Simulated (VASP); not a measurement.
# Nb3Sn (Pm-3n) in VASP: relaxation of cell and atoms with PBE

Aim: the relaxation of cell and atoms of Nb3Sn with PBE.

Program: VASP 6.6.1. These are calculated values, not measurements. Logs are shortened: lines on timing, memory, paths and dates and some standing lists are left out, and cuts for length are marked.

### Step 1. The cell of the first run

Symmetry: Pm-3n, No. 223, cubic system. Conventional cell: a = 5.282 Å, b = 5.282 Å, c = 5.282 Å, α = 90.00°, β = 90.00°, γ = 90.00°. Within 3.5 Å of Nb (site symmetry -4m2) lie 10 Nb at 2.64 to 3.23 Å and 4 Sn at 2.95 Å. Sn (site symmetry m-3) has 12 Nb at 2.95 Å within 3.9 Å.

### Step 2. Relaxation of cell and atoms, PBE

INCAR reads:

```
ALGO = Normal
EDIFF = 1E-7
EDIFFG = -0.01
ENCUT = 500
GGA = PE
GGA_COMPAT = False
IBRION = 2
ISIF = 3
ISMEAR = 0
LASPH = True
LCHARG = False
LREAL = False
LWAVE = False
NELM = 120
NELMIN = 4
NSW = 100
PREC = Accurate
SIGMA = 0.1
```

KPOINTS reads:

```
k-points
0
Gamma
  8 8 8
```

POSCAR reads:

```
Nb3Sn
1.0
    5.2821000000      0.0000000000      0.0000000000
    0.0000000000      5.2821000000      0.0000000000
    0.0000000000      0.0000000000      5.2821000000
Nb Sn
6 2
Direct
    0.2500000000      0.0000000000      0.5000000000
    0.5000000000      0.7500000000      0.0000000000
    0.7500000000      0.0000000000      0.5000000000
    0.5000000000      0.2500000000      0.0000000000
    0.0000000000      0.5000000000      0.7500000000
    0.0000000000      0.5000000000      0.2500000000
    0.0000000000      0.0000000000      0.0000000000
    0.5000000000      0.5000000000      0.5000000000
```

Potentials or basis: VASP PAW PBE potentials, release 64 (Nb_sv, Sn_d).

On the command line:

```console
cat potpaw_PBE.64/Nb_sv/POTCAR potpaw_PBE.64/Sn_d/POTCAR > POTCAR
mpirun -np 1 vasp_std > vasp.out
```

OUTCAR:

```text
EDIFF = 1E-7
   EDIFFG = -0.01
   ENCUT = 500
   GGA = PE
   IBRION = 2
   ISIF = 3
   ISMEAR = 0
   LASPH = True
   LREAL = False
   NELM = 120
   NELMIN = 4
   NSW = 100
   PREC = Accurate

 ion  position               nearest neighbor table
   1  0.250  0.000  0.500-   3 2.64   3 2.64   8 2.95   7 2.95   8 2.95   7 2.95
   2  0.500  0.750  0.000-   4 2.64   4 2.64   8 2.95   8 2.95   7 2.95   7 2.95
   3  0.750  0.000  0.500-   1 2.64   1 2.64   8 2.95   7 2.95   8 2.95   7 2.95
   4  0.500  0.250  0.000-   2 2.64   2 2.64   8 2.95   8 2.95   7 2.95   7 2.95
   5  0.000  0.500  0.750-   6 2.64   6 2.64   8 2.95   7 2.95   7 2.95   8 2.95
   6  0.000  0.500  0.250-   5 2.64   5 2.64   8 2.95   7 2.95   7 2.95   8 2.95
   7  0.000  0.000  0.000-   1 2.95   2 2.95   3 2.95   4 2.95   5 2.95   6 2.95   1 2.95   3 2.95
                             5 2.95   6 2.95   2 2.95   4 2.95
   8  0.500  0.500  0.500-   1 2.95   2 2.95   3 2.95   4 2.95   5 2.95   6 2.95   2 2.95   4 2.95
                             1 2.95   3 2.95   5 2.95   6 2.95

  LATTYP: Found a simple cubic cell.
 ALAT       =     5.2821000000

  Lattice vectors:

 A1 = (   5.2821000000,   0.0000000000,   0.0000000000)
 A2 = (   0.0000000000,   5.2821000000,   0.0000000000)
 A3 = (   0.0000000000,   0.0000000000,   5.2821000000)

Analysis of symmetry for initial positions (statically):
=====================================================================
 Subroutine PRICEL returns:
 Original cell was already a primitive cell.

 Routine SETGRP: Setting up the symmetry group for a
 simple cubic supercell.

 Subroutine GETGRP returns: Found 48 space group operations
 (whereof 24 operations were pure point group operations)
 out of a pool of 48 trial point group operations.

The static configuration has the point symmetry T_h .
 The point group associated with its full space group is O_h .

Analysis of symmetry for dynamics (positions and initial velocities):
=====================================================================
 Subroutine PRICEL returns:
 Original cell was already a primitive cell.

 Routine SETGRP: Setting up the symmetry group for a
 simple cubic supercell.

 Subroutine GETGRP returns: Found 48 space group operations
 (whereof 24 operations were pure point group operations)
 out of a pool of 48 trial point group operations.

The dynamic configuration has the point symmetry T_h .
 The point group associated with its full space group is O_h .

 Subroutine INISYM returns: Found 48 space group operations
 (whereof 24 operations are pure point group operations),
 and found     1 'primitive' translations

----------------------------------------------------------------------------------------

                                     Primitive cell

  volume of cell :     147.3737

  direct lattice vectors                    reciprocal lattice vectors
     5.282100000  0.000000000  0.000000000     0.189318642  0.000000000  0.000000000
     0.000000000  5.282100000  0.000000000     0.000000000  0.189318642  0.000000000
     0.000000000  0.000000000  5.282100000     0.000000000  0.000000000  0.189318642

  length of vectors
     5.282100000  5.282100000  5.282100000     0.189318642  0.189318642  0.189318642

  position of ions in fractional coordinates (direct lattice)
     0.250000000  0.000000000  0.500000000
     0.500000000  0.750000000  0.000000000
     0.750000000  0.000000000  0.500000000
     0.500000000  0.250000000  0.000000000
     0.000000000  0.500000000  0.750000000
     0.000000000  0.500000000  0.250000000
     0.000000000  0.000000000  0.000000000
     0.500000000  0.500000000  0.500000000

  ion indices of the primitive-cell ions
   primitive index   ion index
                 1           1
                 2           2
                 3           3
                 4           4
                 5           5
                 6           6
                 7           7
                 8           8

----------------------------------------------------------------------------------------

 KPOINTS: k-points

Automatic generation of k-mesh.
 Grid dimensions read from file:
 generate k-points for:    8    8    8

 Generating k-lattice:

  Cartesian coordinates                     Fractional coordinates (reciprocal lattice)
     0.023664830  0.000000000  0.000000000     0.125000000  0.000000000  0.000000000
     0.000000000  0.023664830  0.000000000     0.000000000  0.125000000  0.000000000
     0.000000000  0.000000000  0.023664830     0.000000000  0.000000000  0.125000000

  Length of vectors
     0.023664830  0.023664830  0.023664830

  Shift w.r.t. Gamma in fractional coordinates (k-lattice)
     0.000000000  0.000000000  0.000000000

 Subroutine IBZKPT returns following result:
 ===========================================

 Found     35 irreducible k-points:

 Following reciprocal coordinates:
            Coordinates               Weight
  0.000000  0.000000  0.000000      1.000000
  0.125000  0.000000  0.000000      6.000000
  0.250000  0.000000  0.000000      6.000000
  0.375000  0.000000  0.000000      6.000000
  0.500000  0.000000  0.000000      3.000000
  0.125000  0.125000  0.000000     12.000000
[... 16 lines left out ...]
  0.375000  0.375000  0.125000     24.000000
  0.500000  0.375000  0.125000     24.000000
 [... further k-points ...]
   k-points           NKPTS =     35   k-points in BZ     NKDIM =     35   number of bands    NBANDS=     63
   number of dos      NEDOS =    301   number of ions     NIONS =      8
   total plane-waves  NPLWV =  64000
   dimension x,y,z NGX =    40 NGY =   40 NGZ =   40
   dimension x,y,z NGXF=    80 NGYF=   80 NGZF=   80
   ions per type =               6   2
   NGX,Y,Z   is equivalent  to a cutoff of  12.59, 12.59, 12.59 a.u.
   NGXF,Y,Z  is equivalent  to a cutoff of  25.18, 25.18, 25.18 a.u.
 SYSTEM =  unknown system
   PREC   = accura    normal or accurate (medium, high low for compatibility)
   ISTART =      0    job   : 0-new  1-cont  2-samecut
   ICHARG =      2    charge: 1-file 2-atom 10-const
   ISPIN  =      1    spin polarized calculation?
   LNONCOLLINEAR =      F non collinear calculations
   LSORBIT =      F    spin-orbit coupling
   LASPH  =      T    aspherical Exc in radial PAW
   ENCUT  =  500.0 eV  36.75 Ry    6.06 a.u.   9.63  9.63  9.63*2*pi/ulx,y,z
   NELM   =    120;   NELMIN=  4; NELMDL= -5     # of ELM steps
   EDIFF  = 0.1E-06   stopping-criterion for ELM
   LREAL  =      F    real-space projection
   EDIFFG = -.1E-01   stopping-criterion for IOM
   NSW    =    100    number of steps for IOM
   IBRION =      2    ionic relax: 0-MD 1-quasi-New 2-CG
   NFREE  =      1    steps in history (QN), initial steepest desc. (CG)
   ISIF   =      3    stress and relaxation
   ISYM   =      2    0-nonsym 1-usesym 2-fastsym
   POTIM  = 0.5000    time-step for ionic-motion
   TEBEG  =    0.0;   TEEND  =   0.0 temperature during run
   PSTRESS=    0.0 pullay stress
   NELECT =     106.0000    total number of electrons
   NUPDOWN=      -1.0000    fix difference up-down
   EMIN   =  10.00;   EMAX   =-10.00  energy-range for DOS
   EFERMI =   0.00;   METHOD = LEGACY
   ISMEAR =     0;   SIGMA  =   0.10  broadening in eV -4-tet -1-fermi 0-gaus
   EFERMI_NEDOS =   21; number of points for ismear=-14 and -15
   IALGO  =     38    algorithm
   IMIX   =      4    mixing-type and parameters
     AMIX     =   0.40;   BMIX     =  1.00
     AMIX_MAG =   1.60;   BMIX_MAG =  1.00
  volume/ion in A,a.u.               =      18.42       124.32
  Fermi-wavevector in a.u.,A,eV,Ry     =   1.466798  2.771845 29.272866  2.151495
  Thomas-Fermi vector in A             =   2.582492
   LORBIT       =      0    0 simple, 1 ext, 2 COOP (PROOUT), +10 PAW based schemes
   GGA     = PE    functional components
   LHFCALC =     F    Hartree Fock is set to
   AEXX    =    0.0000 exact exchange contribution
   IVDW    =     0    specifies the selected vdW correction
   LEPSILON=     F    determine dielectric tensor
   LRPA    =     F    only Hartree local field effects (RPA)
 conjugate gradient relaxation of ions
 non-spin polarized calculation
 Gauss-broadening in eV      SIGMA  =   0.10
  energy-cutoff  :      500.00
  volume of cell :      147.37
 maximum number of plane-waves:      3783
 NGX is ok and might be reduce to    40
   NGX = 19   NGY = 19   NGZ = 19

--------------------------------------- Ionic step        1  -------------------------------------------

 number of electron     106.0000022 magnetization

 Free energy of the ion-electron system (eV)
  ---------------------------------------------------
  ext. energy  EPLUGINS =         0.00000000
  ---------------------------------------------------
  free energy    TOTEN  =       -70.35774804 eV

  energy without entropy =      -70.28414651  energy(sigma->0) =      -70.32094728

------------------------ aborting loop because EDIFF is reached ----------------------------------------

  FORCE on cell =-STRESS in cart. coord.  units (eV):
  Direction    XX          YY          ZZ          XY          YZ          ZX
  --------------------------------------------------------------------------------------
  -------------------------------------------------------------------------------------
  Total        3.0304323      3.0304323      3.0304323      0.0000000      0.0000000     -0.0000000
  in kB       32.9454395     32.9454395     32.9454395      0.0000000      0.0000000     -0.0000000
  external PRESSURE =      32.9454395 kB  Pullay stress =       0.0000000 kB
[... 69 lines left out ...]
  energy  without entropy=      -70.2203899899  energy(sigma->0) =      -70.25789629

--------------------------------------- Ionic step        3  -------------------------------------------

 number of electron     106.0000036 magnetization

 Free energy of the ion-electron system (eV)
  ---------------------------------------------------
  ext. energy  EPLUGINS =         0.00000000
  ---------------------------------------------------
  free energy    TOTEN  =       -70.38684308 eV

  energy without entropy =      -70.31270523  energy(sigma->0) =      -70.34977416

 E-fermi :  11.1730     XC(G=0): -12.2652

 val. band max:       11.1702942943   @ k =   0.3750   0.3750   0.0000
 cond. band min:      11.1732425877   @ k =   0.1250   0.1250   0.0000
 fundamental gap:      0.0029482934
 Fermi energy:        11.1729979873

 k-point     1 :       0.0000    0.0000    0.0000
  band No.  band energies     occupation
      1     -43.4303      2.00000
      2     -43.3636      2.00000
      3     -43.3636      2.00000
      4     -43.1558      2.00000
      5     -43.1558      2.00000
      6     -43.1558      2.00000
[... 1573 lines left out ...]
     62      13.6932      0.00000
     63      13.7796      0.00000

 [... further k-points ...]

------------------------ aborting loop because EDIFF is reached ----------------------------------------

  FORCE on cell =-STRESS in cart. coord.  units (eV):
  Direction    XX          YY          ZZ          XY          YZ          ZX
  --------------------------------------------------------------------------------------
  -------------------------------------------------------------------------------------
  Total       -0.0313738     -0.0313738     -0.0313738      0.0000000      0.0000000      0.0000000
  in kB       -0.3344752     -0.3344752     -0.3344752      0.0000000      0.0000000      0.0000000
  external PRESSURE =      -0.3344752 kB  Pullay stress =       0.0000000 kB
[... 23 lines left out ...]
  FREE ENERGIE OF THE ION-ELECTRON SYSTEM (eV)
  ---------------------------------------------------
  free  energy   TOTEN  =       -70.3868430797 eV

  energy  without entropy=      -70.3127052317  energy(sigma->0) =      -70.34977416

 reached required accuracy - stopping structural energy minimisation
```

Run time: 6.7 min. Hardware: 1 thread of Intel Xeon 6975P-C (Granite Rapids), shared host; peak memory 0.39 GiB.

What came out:

- Free energy: -70.3868 eV
- Relaxed volume: 18.79 Å³/atom
- Relaxed cell: a = 5.317 Å, b = 5.317 Å, c = 5.317 Å, α = 90.00°, β = 90.00°, γ = 90.00°
- Space group after relaxing (to 0.05 Å): Pm-3n (No. 223)
- Energy gained by relaxing: 3.6 meV/atom
- Ionic steps: 3
- Pressure after relaxing: 0.0 GPa
- Band gap on the k mesh: zero (band 53 reaches 11.36 eV, above the bottom of band 54 at 10.79 eV)

Step by step:
```
step  energy change (eV)  largest force (eV/Å)  pressure (GPa)  volume (Å³)
   1              0.0000                0.0000            3.29       147.37
   2              0.0623                0.0000           -5.32       155.60
   3             -0.0291                0.0000           -0.03       150.28
```

Final structure:
```cif
data_structure
_symmetry_space_group_name_H-M 'P 1'
_symmetry_Int_Tables_number 1
_cell_length_a 5.3166
_cell_length_b 5.3166
_cell_length_c 5.3166
_cell_angle_alpha 90.000
_cell_angle_beta 90.000
_cell_angle_gamma 90.000
_cell_volume 150.28
loop_
_atom_site_label
_atom_site_type_symbol
_atom_site_fract_x
_atom_site_fract_y
_atom_site_fract_z
_atom_site_occupancy
Nb1 Nb 0.25000 0.00000 0.50000 1
Nb2 Nb 0.50000 0.75000 0.00000 1
Nb3 Nb 0.75000 0.00000 0.50000 1
Nb4 Nb 0.50000 0.25000 0.00000 1
Nb5 Nb 0.00000 0.50000 0.75000 1
Nb6 Nb 0.00000 0.50000 0.25000 1
Sn1 Sn 0.00000 0.00000 0.00000 1
Sn2 Sn 0.50000 0.50000 0.50000 1
```

Levels at points of the mesh, in eV from the Fermi level:
```csv
k point,band 51,band 52,band 53,band 54,band 55,band 56
"(0.00, 0.00, 0.00)",-0.53,-0.53,-0.06,-0.06,2.34,2.34
"(0.50, 0.00, 0.00)",-0.81,-0.81,-0.38,-0.38,1.48,1.48
"(0.50, 0.50, 0.00)",0.17,0.19,0.19,0.58,0.61,0.61
"(0.50, 0.50, 0.50)",0.05,0.05,0.11,0.11,0.11,0.11
```

Caveat: spin-orbit coupling is left out, which moves the levels of the heavy elements. Zero-point motion and thermal expansion aren't in these numbers.
